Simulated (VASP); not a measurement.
Here is a VASP 6.6.1 calculation.

INCAR

```
SYSTEM = Al12H
PREC = Accurate
ENCUT = 520
EDIFF = 1E-6
ISMEAR = 0
SIGMA = 0.1
LREAL = .FALSE.
LASPH = .TRUE.
NELM = 150
ALGO = Normal
ISIF = 2
LWAVE = .FALSE.
LCHARG = .FALSE.
ISPIN = 2
MAGMOM = 0 0 0 0 0 0 0 0 0 0 0 0 1
LORBIT = 11
LDIPOL = .TRUE.
IDIPOL = 3
DIPOL = 0.5 0.5 0.304
GGA = PE
NBANDS = 34
```

File KPOINTS:

```
Automatic mesh
0
G
  6 6 1
  0 0 0
```

The input POSCAR:

```
Al12H
1.0
    5.7143028096      0.0000000000      0.0000000000
   -2.8571514048      4.9487313980      0.0000000000
    0.0000000000      0.0000000000     21.6016424764
Al H
12 1
Direct
    0.3333333333      0.1666666667      0.1851711047
    0.3333333333      0.6666666667      0.1851711047
    0.8333333333      0.1666666667      0.1851711047
    0.8333333333      0.6666666667      0.1851711047
    0.1666666667      0.3333333333      0.2916873740
    0.1666666667      0.8333333333      0.2916873740
    0.6666666667      0.3333333333      0.2916873740
    0.6666666667      0.8333333333      0.2916873740
    0.0000000000      0.0000000000      0.3981939098
    0.0000000000      0.5000000000      0.3981939098
    0.5000000000      0.0000000000      0.3981939098
    0.5000000000      0.5000000000      0.3981939098
    0.1666666667     -0.1666666667      0.4528193857
```

Potentials or basis: VASP PAW PBE potentials, release 64 (Al, H).

Launch:

```sh
$ cat potpaw_PBE.64/Al/POTCAR potpaw_PBE.64/H/POTCAR > POTCAR
$ mpirun -np 1 vasp_std > vasp.out
```

(1) What does it give for the largest force?

(2) What does it give for the net moment?

Answers

(1) 0.439 eV/Å.

(2) 0.00 μB per cell.
